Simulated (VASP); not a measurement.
The system is MnS.

```xyz
2
Lattice="0.0000 2.4735 2.4735 2.4735 0.0000 2.4735 2.4735 2.4735 0.0000" Properties=species:S:1:pos:R:3 pbc="T T T"
Mn    0.0000    0.0000    0.0000
S     3.7102    3.7102    3.7102
```

Base run:

| Quantity | Value |
| --- | --- |
| Program | VASP 6.6.1 |
| Functional | r2SCAN |
| Potentials or basis | VASP PAW PBE potentials, release 64 (Mn_pv, S) |
| Cutoff | 520 eV |
| k mesh | 9 × 9 × 9 |
| Occupations | fermi-dirac, width 0.05 eV |
| Spin | collinear spin, ferromagnetic start |
| Starting moments | [4.0, 0.0] μB |
| Hubbard terms | Mn d U = 8.0 eV |

Its results: pressure 72.9 GPa; net moment 4.99 μB per cell; site moments Mn +4.64; S +0.03 μB.

The run is repeated on the same cell with these changes: hubbard terms from Mn d U = 8.0 eV to Mn d U = 5.0 eV. What comes out?

Pressure 66.1 GPa; net moment 4.89 μB per cell; site moments Mn +4.48; S +0.05 μB.

Caveats: the cell stands under pressure; the PAW data sets were made with another functional, which shifts forces and pressure a little; a cell with one magnetic atom can't hold antiferromagnetic order, which such compounds often take.
